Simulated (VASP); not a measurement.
Input of a VASP 6.6.1 run:

Contents of INCAR:

```
SYSTEM = CuAs3
ALGO = Normal
EDIFF = 1E-6
ENCUT = 520
GGA = PE
ISIF = 2
ISMEAR = 0
LASPH = .True.
LCHARG = .False.
LREAL = .False.
LWAVE = .False.
NBANDS = 21
NELM = 100
PREC = Accurate
SIGMA = 0.1
```

File KPOINTS:

```
k-points
0
Gamma
  12 12 12
  0 0 0
```

POSCAR

```
CuAs3
1.0
    4.1418188179      0.0000000000      0.0000000000
    0.0000000000      4.1418188179      0.0000000000
    0.0000000000      0.0000000000      4.1418188179
Cu As
1 3
Direct
    0.0000000000      0.0000000000      0.0000000000
    0.0000000000      0.5000000000      0.5000000000
    0.5000000000      0.0000000000      0.5000000000
    0.5000000000      0.5000000000      0.0000000000
```

Potentials or basis: VASP PAW PBE potentials, release 64 (Cu, As).

Command:

```bash
$ cat potpaw_PBE.64/Cu/POTCAR potpaw_PBE.64/As/POTCAR > POTCAR
$ mpirun -np 1 vasp_std > vasp.out
```

Problem. Predict the band gap on the k mesh.

Solution. Zero (bands 13 and 14 overlap by 1.75 eV).

Problem. Predict the pressure.

Solution. 0.3 GPa.
